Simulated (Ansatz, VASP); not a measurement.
**Si2W: VASP beside Ansatz**

INCAR

```
SYSTEM = Si2W
ALGO = Normal
EDIFF = 1E-6
ENCUT = 520
GGA = PS
ISIF = 2
ISMEAR = 0
LASPH = .TRUE.
LCHARG = .TRUE.
LELF = .TRUE.
LREAL = .FALSE.
LVHAR = .TRUE.
LWAVE = .FALSE.
NBANDS = 18
NELM = 80
PREC = Accurate
SIGMA = 0.15
```

KPOINTS

```
k-points
0
G
  20 20 20
  0 0 0
```

POSCAR

```
Si2W
1.0
   -1.6012497811      1.6012497811      3.7124729512
    1.6012497811     -1.6012497811      3.7124729512
    1.6012497811      1.6012497811     -3.7124729512
Si W
2 1
Direct
    0.3344989450      0.3344989450      0.0000000000
    0.6655010550      0.6655010550      0.0000000000
    0.0000000000      0.0000000000      0.0000000000
```

Input for Ansatz:

```yaml
crystal:
  lattice:
    - [-1.6012497811, 1.6012497811, 3.7124729512]
    - [1.6012497811, -1.6012497811, 3.7124729512]
    - [1.6012497811, 1.6012497811, -3.7124729512]
  atoms:
    - { symbol: Si, position: [0.334498945, 0.334498945, 0.0] }
    - { symbol: Si, position: [0.665501055, 0.665501055, 0.0] }
    - { symbol: W, position: [0.0, 0.0, 0.0] }
basis:
  ecutwfc: 420
kpoints:
  mp_grid: { grid: [20, 20, 20] }
hamiltonian:
  xc: pbesol
scf:
  occupations: { method: gaussian, width: 0.15 }
output:
  forces: true
  stress: true
  eigenvalues: true
```

Change from the starting cell: strain +0.000 along x and y, -0.050 along z, atoms carried along.

Alike in both runs: task single point; functional PBEsol; k mesh 20 × 20 × 20; occupations gaussian, width 0.15 eV; no spin polarisation.

|  | VASP | Ansatz |
| --- | --- | --- |
| version | VASP 6.6.1 | Ansatz 0.2.0 |
| potentials or method | VASP PAW PBE potentials, release 64 (Si, W_sv), cutoff 520 eV | scalar-relativistic, plane waves, PAW |
| valence electrons in the cell | 22 | 22 |

```tsv
	VASP	Ansatz	Ansatz less VASP
gap on the k mesh at the Fermi level (eV)	none	none	-
pressure (GPa)	16.1	15.6	-0.44
traceless stress, the component that is largest in VASP (GPa)	19.59	19.59	+0.003
rms of the force components (eV/Å)	0.042	0.042	-0.0008
```

VASP's potentials were made for PBE, not for PBEsol. Atom by atom the forces differ by 0.001 eV/Å (rms over components). A gap of «none» marks a metal or a gap that the smearing closes.

Neither program's run includes spin-orbit coupling.
